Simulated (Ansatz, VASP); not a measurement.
One calculation of SrZrO2, two programs

```
Sr Zr O
1.0
     3.76957    0.00000    0.00000
    -1.88479    3.26455    0.00000
     0.00000    0.00000    6.58186
Sr Zr O
1 1 2
Direct
  0.00000 0.00000 0.19658
  0.00000 0.00000 0.75658
  0.33333 0.66667 0.84543
  0.66667 0.33333 0.84543
```

Alike in both runs: functional PBE; k mesh 6 × 6 × 4; occupations gaussian, width 0.1 eV; no spin polarisation.

Ansatz relaxed the structure, and its values are those at the end. VASP's run is a single point on that final structure, the one shown.

```csv
,VASP,Ansatz
version,VASP 6.6.1,Ansatz 0.2.0
potentials or method,"VASP PAW PBE potentials, release 64 (Sr_sv, Zr_sv, O), cutoff 520 eV","scalar-relativistic, plane waves, PAW"
valence electrons in the cell,34,34
```

Ansatz gave:

| Quantity | Value |
| --- | --- |
| gap on the k mesh at the Fermi level (eV) | none |
| pressure (GPa) | -0.1 |
| rms of the force components (eV/Å) | 0.010 |

Q: Which values does VASP return?

A: gap on the k mesh at the Fermi level (eV): none; pressure (GPa): 0.1; rms of the force components (eV/Å): 0.011.

A gap of «none» marks a metal or a gap that the smearing closes.
